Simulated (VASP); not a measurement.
# TaO (P4/mmm) in VASP: notebook

TaO is run at these levels: r2SCAN; tasks: relaxation of cell and atoms.

Program: VASP 6.6.1. These are calculated values, not measurements. Logs are shortened: lines on timing, memory, paths and dates and some standing lists are left out, and cuts for length are marked.

### Step 1. The cell of the first run

The structure is tetragonal, space group P4/mmm (No. 123). The conventional cell has a = 2.520 Å, b = 2.520 Å, c = 3.402 Å, α = 90.00°, β = 90.00°, γ = 90.00°. Within 3.3 Å of Ta (site symmetry 4/mmm) lie 8 O at 2.46 Å and 4 Ta at 2.52 Å. O (site symmetry 4/mmm) has 8 Ta at 2.46 Å and 4 O at 2.52 Å within 3.3 Å.

### Step 2. Relaxation of cell and atoms, r2SCAN, target pressure 10 GPa, at which the enthalpy is minimised

POSCAR

```
TaO
1.0
    2.5200000000      0.0000000000      0.0000000000
    0.0000000000      2.5200000000      0.0000000000
    0.0000000000      0.0000000000      3.4020000000
Ta O
1 1
Direct
    0.0000000000      0.0000000000      0.0000000000
    0.5000000000      0.5000000000      0.5000000000
```

INCAR.step1

```
PREC = Accurate
ENCUT = 600
ISMEAR = 0
SIGMA = 0.1
LREAL = False
LASPH = True
NELM = 80
GGA = PE
ALGO = Normal
EDIFF = 1E-4
LWAVE = True
LCHARG = False
```

INCAR.step2

```
PREC = Accurate
ENCUT = 600
EDIFF = 1E-6
ISMEAR = 0
SIGMA = 0.1
LREAL = False
LASPH = True
NELM = 80
ALGO = Normal
ISIF = 3
LWAVE = False
LCHARG = False
METAGGA = R2SCAN
LMIXTAU = True
IBRION = 2
NSW = 80
EDIFFG = -0.03
PSTRESS = 100.0
ISTART = 1
```

KPOINTS

```
Automatic mesh
0
Gamma
  7 7 5
```

Potentials or basis: VASP PAW PBE potentials, release 64 (Ta_pv, O).

Run with:

```
cat potpaw_PBE.64/Ta_pv/POTCAR potpaw_PBE.64/O/POTCAR > POTCAR
cp INCAR.step1 INCAR
mpirun -np 1 vasp_std > vasp.out
cp INCAR.step2 INCAR
mpirun -np 1 vasp_std > vasp.out
```

OUTCAR:

```text
PREC = Accurate
   ENCUT = 600
   EDIFF = 1E-6
   ISMEAR = 0
   LREAL = False
   LASPH = True
   NELM = 80
   ISIF = 3
   METAGGA = R2SCAN
   IBRION = 2
   NSW = 80
   EDIFFG = -0.03
   PSTRESS = 100.0
   ISTART = 1

 ion  position               nearest neighbor table
   1  0.000  0.000  0.000-   2 2.46   2 2.46   2 2.46   2 2.46   2 2.46   2 2.46   2 2.46   2 2.46

   2  0.500  0.500  0.500-   1 2.46   1 2.46   1 2.46   1 2.46   1 2.46   1 2.46   1 2.46   1 2.46

  LATTYP: Found a simple tetragonal cell.
 ALAT       =     2.5200000000
 C/A-ratio  =     1.3500000000

  Lattice vectors:

 A1 = (   2.5200000000,   0.0000000000,   0.0000000000)
 A2 = (   0.0000000000,   2.5200000000,   0.0000000000)
 A3 = (   0.0000000000,   0.0000000000,   3.4020000000)

Analysis of symmetry for initial positions (statically):
=====================================================================
 Subroutine PRICEL returns:
 Original cell was already a primitive cell.

 Routine SETGRP: Setting up the symmetry group for a
 simple tetragonal supercell.

 Subroutine GETGRP returns: Found 16 space group operations
 (whereof 16 operations were pure point group operations)
 out of a pool of 16 trial point group operations.

The static configuration has the point symmetry D_4h.

Analysis of symmetry for dynamics (positions and initial velocities):
=====================================================================
 Subroutine PRICEL returns:
 Original cell was already a primitive cell.

 Routine SETGRP: Setting up the symmetry group for a
 simple tetragonal supercell.

 Subroutine GETGRP returns: Found 16 space group operations
 (whereof 16 operations were pure point group operations)
 out of a pool of 16 trial point group operations.

The dynamic configuration has the point symmetry D_4h.

 Subroutine INISYM returns: Found 16 space group operations
 (whereof 16 operations are pure point group operations),
 and found     1 'primitive' translations

----------------------------------------------------------------------------------------

                                     Primitive cell

  volume of cell :      21.6041

  direct lattice vectors                    reciprocal lattice vectors
     2.520000000  0.000000000  0.000000000     0.396825397  0.000000000  0.000000000
     0.000000000  2.520000000  0.000000000     0.000000000  0.396825397  0.000000000
     0.000000000  0.000000000  3.402000000     0.000000000  0.000000000  0.293944738

  length of vectors
     2.520000000  2.520000000  3.402000000     0.396825397  0.396825397  0.293944738

  position of ions in fractional coordinates (direct lattice)
     0.000000000  0.000000000  0.000000000
     0.500000000  0.500000000  0.500000000

  ion indices of the primitive-cell ions
   primitive index   ion index
                 1           1
                 2           2

----------------------------------------------------------------------------------------

 KPOINTS: Automatic mesh

Automatic generation of k-mesh.
 Grid dimensions read from file:
 generate k-points for:    7    7    5

 Generating k-lattice:

  Cartesian coordinates                     Fractional coordinates (reciprocal lattice)
     0.056689342  0.000000000  0.000000000     0.142857143  0.000000000  0.000000000
     0.000000000  0.056689342  0.000000000     0.000000000  0.142857143  0.000000000
     0.000000000  0.000000000  0.058788948     0.000000000  0.000000000  0.200000000

  Length of vectors
     0.056689342  0.056689342  0.058788948

  Shift w.r.t. Gamma in fractional coordinates (k-lattice)
     0.000000000  0.000000000  0.000000000

 Subroutine IBZKPT returns following result:
 ===========================================

 Found     30 irreducible k-points:

 Following reciprocal coordinates:
            Coordinates               Weight
  0.000000  0.000000  0.000000      1.000000
  0.142857  0.000000  0.000000      4.000000
  0.285714  0.000000  0.000000      4.000000
  0.428571  0.000000  0.000000      4.000000
  0.142857  0.142857  0.000000      4.000000
  0.285714  0.142857  0.000000      8.000000
[... 16 lines left out ...]
  0.285714  0.000000  0.400000      8.000000
  0.428571  0.000000  0.400000      8.000000
 [... further k-points ...]
   k-points           NKPTS =     30   k-points in BZ     NKDIM =     30   number of bands    NBANDS=     12
   number of dos      NEDOS =    301   number of ions     NIONS =      2
   total plane-waves  NPLWV =  11200
   dimension x,y,z NGX =    20 NGY =   20 NGZ =   28
   dimension x,y,z NGXF=    40 NGYF=   40 NGZF=   56
   ions per type =               1   1
   NGX,Y,Z   is equivalent  to a cutoff of  13.19, 13.19, 13.68 a.u.
   NGXF,Y,Z  is equivalent  to a cutoff of  26.39, 26.39, 27.37 a.u.
 SYSTEM =  unknown system
   PREC   = accura    normal or accurate (medium, high low for compatibility)
   ISTART =      1    job   : 0-new  1-cont  2-samecut
   ICHARG =      0    charge: 1-file 2-atom 10-const
   ISPIN  =      1    spin polarized calculation?
   LNONCOLLINEAR =      F non collinear calculations
   LSORBIT =      F    spin-orbit coupling
   LASPH  =      T    aspherical Exc in radial PAW
   ENCUT  =  600.0 eV  44.10 Ry    6.64 a.u.   5.03  5.03  6.79*2*pi/ulx,y,z
   NELM   =     80;   NELMIN=  2; NELMDL=  0     # of ELM steps
   EDIFF  = 0.1E-05   stopping-criterion for ELM
   LREAL  =      F    real-space projection
   EDIFFG = -.3E-01   stopping-criterion for IOM
   NSW    =     80    number of steps for IOM
   IBRION =      2    ionic relax: 0-MD 1-quasi-New 2-CG
   NFREE  =      1    steps in history (QN), initial steepest desc. (CG)
   ISIF   =      3    stress and relaxation
   ISYM   =      2    0-nonsym 1-usesym 2-fastsym
   POTIM  = 0.5000    time-step for ionic-motion
   TEBEG  =    0.0;   TEEND  =   0.0 temperature during run
   PSTRESS=  100.0 pullay stress
   NELECT =      17.0000    total number of electrons
   NUPDOWN=      -1.0000    fix difference up-down
   EMIN   =  10.00;   EMAX   =-10.00  energy-range for DOS
   EFERMI =   0.00;   METHOD = LEGACY
   ISMEAR =     0;   SIGMA  =   0.10  broadening in eV -4-tet -1-fermi 0-gaus
   EFERMI_NEDOS =   21; number of points for ismear=-14 and -15
   IALGO  =     38    algorithm
   IMIX   =      4    mixing-type and parameters
     AMIX     =   0.40;   BMIX     =  1.00
     AMIX_MAG =   1.60;   BMIX_MAG =  1.00
  volume/ion in A,a.u.               =      10.80        72.90
  Fermi-wavevector in a.u.,A,eV,Ry     =   1.511400  2.856131 31.080185  2.284329
  Thomas-Fermi vector in A             =   2.621462
   LORBIT       =      0    0 simple, 1 ext, 2 COOP (PROOUT), +10 PAW based schemes
   METAGGA = R2SCAN    functional components
   LHFCALC =     F    Hartree Fock is set to
   AEXX    =    0.0000 exact exchange contribution
   IVDW    =     0    specifies the selected vdW correction
   LEPSILON=     F    determine dielectric tensor
   LRPA    =     F    only Hartree local field effects (RPA)
 conjugate gradient relaxation of ions
 non-spin polarized calculation
 Gauss-broadening in eV      SIGMA  =   0.10
  energy-cutoff  :      600.00
  volume of cell :       21.60
 maximum number of plane-waves:       730
   NGX = 11   NGY = 11   NGZ = 13

--------------------------------------- Ionic step        1  -------------------------------------------

 number of electron      17.0000000 magnetization

 Free energy of the ion-electron system (eV)
  ---------------------------------------------------
  ext. energy  EPLUGINS =         0.00000000
  ---------------------------------------------------
  free energy    TOTEN  =       -55.06123244 eV

  energy without entropy =      -55.04952909  energy(sigma->0) =      -55.05538076

------------------------ aborting loop because EDIFF is reached ----------------------------------------

  FORCE on cell =-STRESS in cart. coord.  units (eV):
  Direction    XX          YY          ZZ          XY          YZ          ZX
  --------------------------------------------------------------------------------------
  -------------------------------------------------------------------------------------
  Total        4.3887558      4.3887558     -1.2556272      0.0000000      0.0000000      0.0000000
  in kB      325.4742274    325.4742274    -93.1184898      0.0000000      0.0000000      0.0000000
  external PRESSURE =      85.9433217 kB  Pullay stress =     100.0000000 kB
[... 93 lines left out ...]
  FREE ENERGIE OF THE ION-ELECTRON SYSTEM (eV)
  ---------------------------------------------------
  free  energy   TOTEN  =       -55.6454171348 eV

  energy  without entropy=      -55.6358890733  energy(sigma->0) =      -55.64065310

  enthalpy is  TOTEN    =       -54.1796119818 eV   P V=        1.4658051530

[... ionic steps 4 to 9 ...]

--------------------------------------- Ionic step       10  -------------------------------------------

 number of electron      17.0000004 magnetization

------------------------ aborting loop because EDIFF is reached ----------------------------------------

  FORCE on cell =-STRESS in cart. coord.  units (eV):
  Direction    XX          YY          ZZ          XY          YZ          ZX
  --------------------------------------------------------------------------------------
  -------------------------------------------------------------------------------------
  Total        1.8784821      1.8784821      2.2311409      0.0000000      0.0000000      0.0000000
  in kB      141.9412185    141.9412185    168.5886994      0.0000000      0.0000000      0.0000000
  external PRESSURE =      50.8237122 kB  Pullay stress =     100.0000000 kB
[... 61 lines left out ...]
  enthalpy is  TOTEN    =       -54.5510795643 eV   P V=        1.3517741491

--------------------------------------- Ionic step       12  -------------------------------------------

 number of electron      17.0000005 magnetization

 Free energy of the ion-electron system (eV)
  ---------------------------------------------------
  ext. energy  EPLUGINS =         0.00000000
  ---------------------------------------------------
  free energy    TOTEN  =       -55.89687586 eV

  energy without entropy =      -55.89125898  energy(sigma->0) =      -55.89406742

 E-fermi :   9.3633     XC(G=0): -14.2168

 val. band max:        9.3577539706   @ k =   0.4286   0.2857   0.4000
 cond. band min:       9.5748534344   @ k =   0.0000   0.0000   0.2000
 fundamental gap:      0.2170994638
 Fermi energy:         9.3632580267

 k-point     1 :       0.0000    0.0000    0.0000
  band No.  band energies     occupation
      1     -27.5050      2.00000
      2     -27.5050      2.00000
      3     -27.1495      2.00000
      4     -14.8209      2.00000
      5       2.8934      2.00000
      6       2.8934      2.00000
      7       3.3574      2.00000
      8       4.0171      2.00000
      9       4.0312      2.00000
     10       7.4044      2.00000
     11      13.2641      0.00000
     12      13.2641      0.00000
[... 331 lines left out ...]
 k-point    24 :       0.4286    0.0000    0.4000
  band No.  band energies     occupation
      1     -28.3812      2.00000
      2     -28.2820      2.00000
      3     -27.2888      2.00000
      4     -13.6051      2.00000
      5       0.4017      2.00000
      6       0.8807      2.00000
      7       3.0800      2.00000
      8       5.7494      2.00000
      9       8.0432      2.00000
     10       9.7779      0.00000
     11      10.4389      0.00000
     12      13.9348      0.00000

 [... further k-points ...]
[... 5 lines left out ...]
  --------------------------------------------------------------------------------------
  -------------------------------------------------------------------------------------
  Total        1.3664090      1.3664090      1.3161276      0.0000000      0.0000000      0.0000000
  in kB      101.5714358    101.5714358     97.8337848      0.0000000      0.0000000      0.0000000
  external PRESSURE =       0.3255521 kB  Pullay stress =     100.0000000 kB
[... 17 lines left out ...]
  FREE ENERGIE OF THE ION-ELECTRON SYSTEM (eV)
  ---------------------------------------------------
  free  energy   TOTEN  =       -55.8968758647 eV

  energy  without entropy=      -55.8912589786  energy(sigma->0) =      -55.89406742

  enthalpy is  TOTEN    =       -54.5516068767 eV   P V=        1.3452689881

 reached required accuracy - stopping structural energy minimisation
```

Wall time 3.4 min (1 thread of Intel Xeon 6975P-C, shared host); peak memory 0.16 GiB.

Results:

- Free energy: -55.8969 eV
- Relaxed volume: 10.78 Å³/atom
- Relaxed cell: a = 2.829 Å, b = 2.829 Å, c = 2.693 Å, α = 90.00°, β = 90.00°, γ = 90.00°
- Space group after relaxing (to 0.05 Å): P4/mmm (No. 123)
- Energy change on relaxing (the enthalpy is what falls): -417.8 meV/atom
- Ionic steps: 12
- Pressure after relaxing: 10.0 GPa

Stress tensor (GPa, compression positive):
```
10.16  0.00  0.00
 0.00 10.16  0.00
 0.00  0.00  9.78
```

The path:
```csv
step,energy change (eV),largest force (eV/Å),pressure (GPa),volume (Å³)
1,0.0000,0.0000,18.59,21.60
2,-0.5630,0.0000,-6.55,23.33
3,-0.5842,0.0000,-8.34,23.48
4,-0.7652,0.0000,1.79,22.30
5,-0.7778,0.0000,19.01,20.93
6,-0.7991,0.0000,12.25,21.42
7,-0.8003,0.0000,15.62,21.17
8,-0.7973,0.0000,16.42,21.11
9,-0.7941,0.0000,12.51,21.43
10,-0.8078,0.0000,15.08,21.20
11,-0.8416,0.0000,8.60,21.66
12,-0.8356,0.0000,10.03,21.55
```

Final structure:
```
Ta O
1.0
     2.82891    0.00000    0.00000
     0.00000    2.82891    0.00000
     0.00000    0.00000    2.69329
Ta O
1 1
Direct
  0.00000 0.00000 0.00000
  0.50000 0.50000 0.50000
```

Levels at points of the mesh, in eV from the Fermi level:
```
           k point  band 7  band 8  band 9  band 10  band 11  band 12
(0.00, 0.00, 0.00)   -6.01   -5.35   -5.33    -1.96     3.90     3.90
```

Caveat: the k points lie up to 0.47 Å⁻¹ apart in the final cell; the cell is relaxed towards a set pressure, so the enthalpy falls and the energy may rise; the PAW data sets were made with another functional, which shifts forces and pressure a little; spin-orbit coupling is left out, which moves the levels of the heavy elements; an odd number of electrons without spin polarisation forces a metal; a magnetic or distorted state may lie lower.

### Step 3. Relaxation of cell and atoms, r2SCAN, target pressure 20 GPa, at which the enthalpy is minimised

POSCAR is that of step 2.

INCAR.step1

```
ALGO = Normal
EDIFF = 1E-4
ENCUT = 600
GGA = PE
ISMEAR = 0
LASPH = True
LCHARG = False
LREAL = False
LWAVE = True
NELM = 80
PREC = Accurate
SIGMA = 0.1
```

INCAR.step2

```
ALGO = Normal
EDIFF = 1E-6
EDIFFG = -0.03
ENCUT = 600
IBRION = 2
ISIF = 3
ISMEAR = 0
ISTART = 1
LASPH = True
LCHARG = False
LMIXTAU = True
LREAL = False
LWAVE = False
METAGGA = R2SCAN
NELM = 80
NSW = 80
PREC = Accurate
PSTRESS = 200.0
SIGMA = 0.1
```

KPOINTS

```
k-points
0
Gamma
  7 7 5
```

Potentials or basis: VASP PAW PBE potentials, release 64 (Ta_pv, O).

Run with:

```
cat potpaw_PBE.64/Ta_pv/POTCAR potpaw_PBE.64/O/POTCAR > POTCAR
cp INCAR.step1 INCAR
mpirun -np 1 vasp_std > vasp.out
cp INCAR.step2 INCAR
mpirun -np 1 vasp_std > vasp.out
```

Wall time 4.6 min (1 thread of Intel Xeon 6975P-C, shared host); peak memory 0.16 GiB.

Results (log left out):

| Quantity | Value |
| --- | --- |
| Free energy | -55.8311 eV |
| Relaxed volume | 10.43 Å³/atom |
| Relaxed cell | a = 2.798 Å, b = 2.798 Å, c = 2.664 Å, α = 90.00°, β = 90.00°, γ = 90.00° |
| Space group after relaxing (to 0.05 Å) | P4/mmm (No. 123) |
| Energy change on relaxing (the enthalpy is what falls) | -384.9 meV/atom |
| Ionic steps | 13 |
| Pressure after relaxing | 20.1 GPa |

Stress tensor (GPa, compression positive):
```
20.19  0.00  0.00
 0.00 20.19  0.00
 0.00  0.00 19.94
```

The path:
| step | energy change (eV) | largest force (eV/Å) | pressure (GPa) | volume (Å³) |
| --- | --- | --- | --- | --- |
| 1 | 0.0000 | 0.0000 | 18.59 | 21.60 |
| 2 | -0.5194 | 0.0000 | 16.67 | 21.17 |
| 3 | 1.4139 | 0.0000 | 88.18 | 18.71 |
| 4 | -0.5960 | 0.0000 | 18.98 | 20.98 |
| 5 | -0.6550 | 0.0000 | 24.80 | 20.57 |
| 6 | -0.4756 | 0.0000 | 39.70 | 19.76 |
| 7 | -0.6540 | 0.0000 | 26.74 | 20.45 |
| 8 | -0.6512 | 0.0000 | 32.51 | 20.12 |
| 9 | -0.7474 | 0.0000 | -5.31 | 23.01 |
| 10 | -0.7481 | 0.0000 | 22.16 | 20.72 |
| 11 | -0.7432 | 0.0000 | 22.72 | 20.68 |
| 12 | -0.7910 | 0.0000 | 16.05 | 21.14 |
| 13 | -0.7698 | 0.0000 | 20.10 | 20.85 |

Final structure:
```xyz
2
Lattice="2.7978 0.0000 0.0000 0.0000 2.7978 0.0000 0.0000 0.0000 2.6640" Properties=species:S:1:pos:R:3 pbc="T T T"
Ta    0.0000    0.0000    0.0000
O     1.3989    1.3989    1.3320
```

Levels at points of the mesh, in eV from the Fermi level:
```tsv
k point	band 7	band 8	band 9	band 10	band 11	band 12
(0.00, 0.00, 0.00)	-6.24	-5.61	-5.59	-1.77	3.31	4.01
```

Caveat: the k points lie up to 0.47 Å⁻¹ apart in the final cell; the cell is relaxed towards a set pressure, so the enthalpy falls and the energy may rise; the PAW data sets were made with another functional, which shifts forces and pressure a little; spin-orbit coupling is left out, which moves the levels of the heavy elements; an odd number of electrons without spin polarisation forces a metal; a magnetic or distorted state may lie lower.
